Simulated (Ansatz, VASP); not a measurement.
## Two plane-wave programs on Cd

```
Cd
1.0
     0.01386    2.21815    2.21815
     2.23201    0.00000    2.23201
     2.21815    2.21815    0.01386
Cd
1
Direct
  0.00000 0.00000 0.00000
```

Change from the starting cell: strain +0.0125 x Voigt [0, 0, 0, 0, 1, 0], atoms carried along.

Alike in both runs: task single point; functional PBE; k mesh 18 × 18 × 18; occupations gaussian, width 0.15 eV; no spin polarisation.

|  | VASP | Ansatz |
| --- | --- | --- |
| version | VASP 6.6.1 | Ansatz 0.2.0 |
| potentials or method | VASP PAW PBE potentials, release 64 (Cd), cutoff 520 eV | scalar-relativistic, plane waves, PAW |
| valence electrons in the cell | 12 | 20 |

Ansatz gave:

- gap on the k mesh at the Fermi level (eV): none
- pressure (GPa): 2.2

Q: Which values does VASP return?

A: gap on the k mesh at the Fermi level (eV): none; pressure (GPa): 2.5.

A gap of «none» marks a metal or a gap that the smearing closes. With one functional, cell and mesh, what is left measures potentials, basis and numerics. VASP's potentials hold 12 valence electrons a cell and Ansatz's 20, so a difference there can come from the potentials and not from the codes.
